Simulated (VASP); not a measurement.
Set up this calculation in VASP 6.6.1, as the native input.

```yaml
Task: single point
Functional: PBE
Dispersion: D3(BJ)
Potentials_or_basis: VASP PAW PBE potentials, release 64 (Hg, Te)
Cutoff: 520 eV
k_mesh: 6 × 6 × 6
Occupations: gaussian, width 0.05 eV
Spin: no spin polarisation
Dipole_correction: no
Further_INCAR_settings: ALGO = Normal; EDIFF = 1e-07; NBANDS = 16
```

The structure of HgTe lies in POSCAR:

```
HgTe
1.0
    0.0000000000      3.3005618955      3.3005618955
    3.3005618955      0.0000000000      3.3005618955
    3.3005618955      3.3005618955      0.0000000000
Hg Te
1 1
Direct
    0.0000000000      0.0000000000      0.0000000000
    0.2500000000      0.2500000000      0.2500000000
```

This cell differs from its parent crystal: volume scaled by 1.02.

The input as run:

INCAR

```
SYSTEM = HgTe
ALGO = Normal ; EDIFF = 1E-7
ENCUT = 520 ; GGA = PE
ISIF = 2 ; ISMEAR = 0
IVDW = 12 ; LASPH = .True.
LCHARG = .False. ; LREAL = .False.
LWAVE = .False. ; NBANDS = 16
NELM = 60 ; PREC = Accurate
SIGMA = 0.05
```

KPOINTS

```
k-points
0
Gamma
  6 6 6
  0 0 0
```

Potentials or basis: VASP PAW PBE potentials, release 64 (Hg, Te).

The run is started by

```bash
$ cat potpaw_PBE.64/Hg/POTCAR potpaw_PBE.64/Te/POTCAR > POTCAR
$ mpirun -np 1 vasp_std > vasp.out
```

Results of the run:

```
Pressure                   : -0.8 GPa
Band gap on the k mesh     : zero (filled and empty bands touch)
Dispersion energy per atom : -0.335 eV
```

Caveat: three body term missing; spin-orbit coupling is left out, which moves the levels of the heavy elements; pairwise dispersion overbinds metals, which lowers pressure and volume.

Wall time 46 s on 1 thread of AMD EPYC 7R13 (shared host), peak memory 0.18 GiB.
